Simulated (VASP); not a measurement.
# Ca (Im-3m) in VASP: a series of runs

Ca is run at these levels: LDA; tasks: single point.

Everything below comes from runs of VASP 6.6.1. Logs are shortened: lines on timing, memory, paths and dates and some standing lists are left out, and cuts for length are marked.

### 1 The cell of the first run

It takes space group Im-3m (No. 229, cubic). The conventional cell has a = 4.113 Å, b = 4.113 Å, c = 4.113 Å, α = 90.00°, β = 90.00°, γ = 90.00°. Ca (site symmetry m-3m) has 14 Ca at 3.56 to 4.11 Å within 4.7 Å.

This isn't the form of Ca at room conditions, which is fcc.

### 2 Single point, LDA (34.78 Å³/atom)

The input, INCAR:

```
PREC = Accurate ; ENCUT = 520
EDIFF = 1E-7 ; ISMEAR = -1
SIGMA = 0.1 ; LREAL = F
LASPH = T ; NELM = 80
ALGO = Normal ; ISIF = 2
LWAVE = F ; LCHARG = T
LELF = T ; LVHAR = T
NBANDS = 11
```

The input, KPOINTS:

```
regular mesh
0
Gamma
  12 12 12
```

The input, POSCAR:

```
Ca
1.0
   -2.0563436313      2.0563436313      2.0563436313
    2.0563436313     -2.0563436313      2.0563436313
    2.0563436313      2.0563436313     -2.0563436313
Ca
1
Direct
    0.0000000000      0.0000000000      0.0000000000
```

Potentials or basis: VASP PAW LDA potentials, release 64 (Ca_sv).

On the command line:

```
cat potpaw_LDA.64/Ca_sv/POTCAR > POTCAR
mpirun -np 1 vasp_std > vasp.out
```

OUTCAR:

```text
PREC = Accurate
   ENCUT = 520
   EDIFF = 1E-7
   ISMEAR = -1
   LREAL = F
   LASPH = T
   NELM = 80
   ISIF = 2

 ion  position               nearest neighbor table
   1  0.000  0.000  0.000-

  LATTYP: Found a body centered cubic cell.
 ALAT       =     4.1126872626

  Lattice vectors:

 A1 = (  -2.0563436313,   2.0563436313,   2.0563436313)
 A2 = (   2.0563436313,  -2.0563436313,   2.0563436313)
 A3 = (   2.0563436313,   2.0563436313,  -2.0563436313)

Analysis of symmetry for initial positions (statically):
=====================================================================
 Subroutine PRICEL returns:
 Original cell was already a primitive cell.

 Routine SETGRP: Setting up the symmetry group for a
 body centered cubic supercell.

 Subroutine GETGRP returns: Found 48 space group operations
 (whereof 48 operations were pure point group operations)
 out of a pool of 48 trial point group operations.

The static configuration has the point symmetry O_h .

Analysis of symmetry for dynamics (positions and initial velocities):
=====================================================================
 Subroutine PRICEL returns:
 Original cell was already a primitive cell.

 Routine SETGRP: Setting up the symmetry group for a
 body centered cubic supercell.

 Subroutine GETGRP returns: Found 48 space group operations
 (whereof 48 operations were pure point group operations)
 out of a pool of 48 trial point group operations.

The dynamic configuration has the point symmetry O_h .

 Subroutine INISYM returns: Found 48 space group operations
 (whereof 48 operations are pure point group operations),
 and found     1 'primitive' translations

----------------------------------------------------------------------------------------

                                     Primitive cell

  volume of cell :      34.7814

  direct lattice vectors                    reciprocal lattice vectors
    -2.056343631  2.056343631  2.056343631     0.000000000  0.243150022  0.243150022
     2.056343631 -2.056343631  2.056343631     0.243150022  0.000000000  0.243150022
     2.056343631  2.056343631 -2.056343631     0.243150022  0.243150022  0.000000000

  length of vectors
     3.561691647  3.561691647  3.561691647     0.343866059  0.343866059  0.343866059

  position of ions in fractional coordinates (direct lattice)
     0.000000000  0.000000000  0.000000000

  ion indices of the primitive-cell ions
   primitive index   ion index
                 1           1

----------------------------------------------------------------------------------------

 KPOINTS: regular mesh

Automatic generation of k-mesh.
 Grid dimensions read from file:
 generate k-points for:   12   12   12

 Generating k-lattice:

  Cartesian coordinates                     Fractional coordinates (reciprocal lattice)
     0.000000000  0.020262502  0.020262502     0.083333333  0.000000000  0.000000000
     0.020262502  0.000000000  0.020262502     0.000000000  0.083333333  0.000000000
     0.020262502  0.020262502  0.000000000     0.000000000  0.000000000  0.083333333

  Length of vectors
     0.028655505  0.028655505  0.028655505

  Shift w.r.t. Gamma in fractional coordinates (k-lattice)
     0.000000000  0.000000000  0.000000000

 Subroutine IBZKPT returns following result:
 ===========================================

 Found     72 irreducible k-points:

 Following reciprocal coordinates:
            Coordinates               Weight
  0.000000  0.000000  0.000000      1.000000
  0.083333  0.000000  0.000000     12.000000
  0.166667  0.000000  0.000000     12.000000
  0.250000  0.000000  0.000000     12.000000
  0.333333  0.000000  0.000000     12.000000
  0.416667  0.000000  0.000000     12.000000
[... 16 lines left out ...]
  0.333333  0.083333  0.083333     24.000000
  0.416667  0.083333  0.083333     12.000000
 [... further k-points ...]
   k-points           NKPTS =     72   k-points in BZ     NKDIM =     72   number of bands    NBANDS=     11
   number of dos      NEDOS =    301   number of ions     NIONS =      1
   total plane-waves  NPLWV =  21952
   dimension x,y,z NGX =    28 NGY =   28 NGZ =   28
   dimension x,y,z NGXF=    56 NGYF=   56 NGZF=   56
   ions per type =               1
   NGX,Y,Z   is equivalent  to a cutoff of  13.07, 13.07, 13.07 a.u.
   NGXF,Y,Z  is equivalent  to a cutoff of  26.14, 26.14, 26.14 a.u.
 SYSTEM =  unknown system
   PREC   = accura    normal or accurate (medium, high low for compatibility)
   ISTART =      0    job   : 0-new  1-cont  2-samecut
   ICHARG =      2    charge: 1-file 2-atom 10-const
   ISPIN  =      1    spin polarized calculation?
   LNONCOLLINEAR =      F non collinear calculations
   LSORBIT =      F    spin-orbit coupling
   LASPH  =      T    aspherical Exc in radial PAW
   ENCUT  =  520.0 eV  38.22 Ry    6.18 a.u.   6.62  6.62  6.62*2*pi/ulx,y,z
   NELM   =     80;   NELMIN=  2; NELMDL= -5     # of ELM steps
   EDIFF  = 0.1E-06   stopping-criterion for ELM
   LREAL  =      F    real-space projection
   EDIFFG = 0.1E-05   stopping-criterion for IOM
   NSW    =      0    number of steps for IOM
   IBRION =     -1    ionic relax: 0-MD 1-quasi-New 2-CG
   NFREE  =      0    steps in history (QN), initial steepest desc. (CG)
   ISIF   =      2    stress and relaxation
   ISYM   =      2    0-nonsym 1-usesym 2-fastsym
   POTIM  = 0.5000    time-step for ionic-motion
   TEBEG  =    0.0;   TEEND  =   0.0 temperature during run
   PSTRESS=    0.0 pullay stress
   NELECT =      10.0000    total number of electrons
   NUPDOWN=      -1.0000    fix difference up-down
   EMIN   =  10.00;   EMAX   =-10.00  energy-range for DOS
   EFERMI =   0.00;   METHOD = LEGACY
   ISMEAR =    -1;   SIGMA  =   0.10  broadening in eV -4-tet -1-fermi 0-gaus
   EFERMI_NEDOS =   21; number of points for ismear=-14 and -15
   IALGO  =     38    algorithm
   IMIX   =      4    mixing-type and parameters
     AMIX     =   0.40;   BMIX     =  1.00
     AMIX_MAG =   1.60;   BMIX_MAG =  1.00
  volume/ion in A,a.u.               =      34.78       234.72
  Fermi-wavevector in a.u.,A,eV,Ry     =   1.080503  2.041854 15.884609  1.167486
  Thomas-Fermi vector in A             =   2.216495
   LORBIT       =      0    0 simple, 1 ext, 2 COOP (PROOUT), +10 PAW based schemes
   GGA     = CA    functional components
   LHFCALC =     F    Hartree Fock is set to
   AEXX    =    0.0000 exact exchange contribution
   IVDW    =     0    specifies the selected vdW correction
   LEPSILON=     F    determine dielectric tensor
   LRPA    =     F    only Hartree local field effects (RPA)
 non-spin polarized calculation
  energy-cutoff  :      520.00
  volume of cell :       34.78
 maximum number of plane-waves:       959
   NGX = 13   NGY = 13   NGZ = 13

 number of electron      10.0000001 magnetization

 Free energy of the ion-electron system (eV)
  ---------------------------------------------------
  ext. energy  EPLUGINS =         0.00000000
  ---------------------------------------------------
  free energy    TOTEN  =        -2.20053114 eV

  energy without entropy =       -2.16054751  energy(sigma->0) =       -2.18053933

 E-fermi :   2.6197     XC(G=0):  -8.6107

 val. band max:        2.6076729579   @ k =  -0.4167   0.5000   0.3333
 cond. band min:       2.6206226965   @ k =   0.5000   0.5000   0.2500
 fundamental gap:      0.0129497385
 Fermi energy:         2.6197245116

 k-point     1 :       0.0000    0.0000    0.0000
  band No.  band energies     occupation
      1     -38.5022      2.00000
      2     -19.6653      2.00000
      3     -19.6653      2.00000
      4     -19.6653      2.00000
      5      -1.7431      2.00000
      6       5.0866      0.00000
      7       5.0866      0.00000
      8       5.0866      0.00000
      9       6.3941      0.00000
     10       6.3941      0.00000
     11      13.9483      0.00000

 k-point     2 :       0.0833    0.0000    0.0000
  band No.  band energies     occupation
      1     -38.4997      2.00000
      2     -19.6855      2.00000
      3     -19.6717      2.00000
      4     -19.6654      2.00000
      5      -1.5936      2.00000
      6       4.9902      0.00000
      7       5.0294      0.00000
      8       5.2070      0.00000
      9       6.2773      0.00000
     10       6.3965      0.00000
     11      13.9093      0.00000

 k-point     3 :       0.1667    0.0000    0.0000
  band No.  band energies     occupation
      1     -38.4926      2.00000
      2     -19.7399      2.00000
      3     -19.6889      2.00000
      4     -19.6656      2.00000
      5      -1.1597      2.00000
      6       4.7441      0.00000
      7       4.7611      0.00000
      8       5.5584      0.00000
      9       6.1330      0.00000
     10       6.4161      0.00000
     11      13.3230      0.00000

 k-point     4 :       0.2500    0.0000    0.0000
  band No.  band energies     occupation
      1     -38.4830      2.00000
      2     -19.8132      2.00000
      3     -19.7124      2.00000
      4     -19.6659      2.00000
      5      -0.4872      2.00000
      6       4.2536      0.00000
      7       4.4417      0.00000
      8       6.1078      0.00000
      9       6.1693      0.00000
     10       6.4761      0.00000
     11      11.9801      0.00000
[... 239 lines left out ...]
 k-point    22 :       0.2500    0.0833    0.0833
  band No.  band energies     occupation
      1     -38.4717      2.00000
      2     -19.8872      2.00000
      3     -19.7368      2.00000
      4     -19.6832      2.00000
      5       0.5912      2.00000
      6       3.6092      0.00010
      7       3.9457      0.00000
      8       6.3761      0.00000
      9       6.6168      0.00000
     10       7.1033      0.00000
     11      10.4244      0.00000

 k-point    23 :       0.3333    0.0833    0.0833
  band No.  band energies     occupation
      1     -38.4654      2.00000
      2     -19.9229      2.00000
      3     -19.7617      2.00000
      4     -19.6845      2.00000
      5       1.4123      1.99999
      6       3.1631      0.00870
      7       3.7819      0.00002
      8       6.4301      0.00000
      9       6.7228      0.00000
     10       7.7079      0.00000
     11       9.2858      0.00000

 k-point    24 :       0.4167    0.0833    0.0833
  band No.  band energies     occupation
      1     -38.4631      2.00000
      2     -19.9355      2.00000
      3     -19.7712      2.00000
      4     -19.6850      2.00000
      5       1.8596      1.99900
      6       2.8971      0.11757
      7       3.7260      0.00003
      8       6.4260      0.00000
      9       6.7654      0.00000
     10       7.9867      0.00000
     11       8.8721      0.00000

 [... further k-points ...]

------------------------ aborting loop because EDIFF is reached ----------------------------------------

  FORCE on cell =-STRESS in cart. coord.  units (eV):
  Direction    XX          YY          ZZ          XY          YZ          ZX
  --------------------------------------------------------------------------------------
  -------------------------------------------------------------------------------------
  Total        0.3800845      0.3800845      0.3800845     -0.0000000     -0.0000000     -0.0000000
  in kB       17.5082895     17.5082895     17.5082895     -0.0000000     -0.0000000     -0.0000000
  external PRESSURE =      17.5082895 kB  Pullay stress =       0.0000000 kB

 VOLUME and BASIS-vectors are now :
 -----------------------------------------------------------------------------
  energy-cutoff  :      520.00
  volume of cell :       34.78
      direct lattice vectors                 reciprocal lattice vectors
    -2.056343631  2.056343631  2.056343631     0.000000000  0.243150022  0.243150022
     2.056343631 -2.056343631  2.056343631     0.243150022  0.000000000  0.243150022
     2.056343631  2.056343631 -2.056343631     0.243150022  0.243150022  0.000000000

 POSITION                                       TOTAL-FORCE (eV/Angst)
 -----------------------------------------------------------------------------------
      0.00000      0.00000      0.00000        -0.000000      0.000000     -0.000000
 -----------------------------------------------------------------------------------
    total drift:                               -0.000000     -0.000000     -0.000000

  FREE ENERGIE OF THE ION-ELECTRON SYSTEM (eV)
  ---------------------------------------------------
  free  energy   TOTEN  =        -2.2005311409 eV

  energy  without entropy=       -2.1605475110  energy(sigma->0) =       -2.18053933
```

It took 35 s on 1 thread of Intel Xeon 8259CL, shared host; peak memory 0.16 GiB.

What came out:

```yaml
Free_energy: -2.2005 eV
Pressure: 1.8 GPa
Band_gap_on_the_k_mesh: zero (bands 5 and 6 overlap by 0.60 eV)
```

Levels at points of the mesh, in eV from the Fermi level:
| k point | band 3 | band 4 | band 5 | band 6 | band 7 | band 8 |
| --- | --- | --- | --- | --- | --- | --- |
| (0.00, 0.00, 0.00) | -22.29 | -22.29 | -4.36 | 2.47 | 2.47 | 2.47 |
| (0.50, 0.00, 0.00) | -22.38 | -22.29 | -1.04 | 0.31 | 1.30 | 3.70 |
| (0.50, 0.50, 0.50) | -22.49 | -22.49 | -0.21 | -0.21 | 4.81 | 4.81 |

### 3 Single point, LDA (36.29 Å³/atom)

This run uses another cell than the first one, of 36.29 Å³/atom.

The input, INCAR:

```
ALGO = Normal
EDIFF = 1E-7
ENCUT = 520
ISIF = 2
ISMEAR = -1
LASPH = True
LCHARG = False
LREAL = False
LWAVE = False
NBANDS = 11
NELM = 60
PREC = Accurate
SIGMA = 0.1
```

The input, KPOINTS:

```
k-points
0
Gamma
  12 12 12
```

The input, POSCAR:

```
Ca
1.0
   -2.0857239383      2.0857239383      2.0857239383
    2.0857239383     -2.0857239383      2.0857239383
    2.0857239383      2.0857239383     -2.0857239383
Ca
1
Direct
    0.0000000000      0.0000000000      0.0000000000
```

Potentials or basis: VASP PAW LDA potentials, release 64 (Ca_sv).

On the command line:

```
cat potpaw_LDA.64/Ca_sv/POTCAR > POTCAR
mpirun -np 1 vasp_std > vasp.out
```

It took 38 s on 1 thread of Intel Xeon 8259CL, shared host; peak memory 0.16 GiB.

It converged, with:

```
Free energy            : -2.2127 eV
Pressure               : 0.8 GPa
Band gap on the k mesh : zero (bands 5 and 6 overlap by 0.53 eV)
```

Levels at points of the mesh, in eV from the Fermi level:
```tsv
k point	band 2	band 3	band 4	band 5	band 6	band 7	band 8	band 9
(0.00, 0.00, 0.00)	-22.40	-22.40	-22.40	-4.30	2.40	2.40	2.40	3.65
(0.50, 0.00, 0.00)	-22.65	-22.48	-22.40	-1.02	0.23	1.29	3.57	3.99
(0.50, 0.50, 0.50)	-22.58	-22.58	-22.58	-0.16	-0.16	4.61	4.61	4.61
```

[end of part 1 of 3]
